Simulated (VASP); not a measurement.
Here is a VASP 6.6.1 calculation.

POSCAR

```
Pb
1.0
    0.0000004461      2.4618701815      2.4598453785
    2.4628967646     -0.0000072700      2.4598235124
    2.4628852223      2.4618671542     -0.0000167155
Pb
1
Direct
    0.0000000000      0.0000000000      0.0000000000
```

The input INCAR.step1:

```
PREC = Accurate
ENCUT = 520
ISMEAR = -1
SIGMA = 0.05
LREAL = False
LASPH = True
NELM = 80
NBANDS = 13
GGA = PE
ALGO = Normal
EDIFF = 1E-4
LWAVE = True
LCHARG = False
```

The input INCAR.step2:

```
PREC = Accurate
ENCUT = 520
EDIFF = 1E-6
ISMEAR = -1
SIGMA = 0.05
LREAL = False
LASPH = True
NELM = 80
ALGO = Normal
ISIF = 2
LWAVE = False
LCHARG = False
METAGGA = R2SCAN
LMIXTAU = True
NBANDS = 13
ISTART = 1
```

File KPOINTS:

```
regular mesh
0
Gamma
  9 9 9
```

Potentials or basis: VASP PAW PBE potentials, release 64 (Pb_d).

Command:

```bash
$ cat potpaw_PBE.64/Pb_d/POTCAR > POTCAR
$ cp INCAR.step1 INCAR
$ mpirun -np 1 vasp_std > vasp.out
$ cp INCAR.step2 INCAR
$ mpirun -np 1 vasp_std > vasp.out
```

Problem. Estimate the band gap on the k mesh.

Solution. Zero (band 7 reaches 15.28 eV, above the bottom of band 8 at 5.73 eV).

Problem. Estimate the pressure.

Solution. 2.0 GPa.

Caveat: the PAW data sets were made with another functional, which shifts forces and pressure a little; spin-orbit coupling is left out, which moves the levels of the heavy elements.
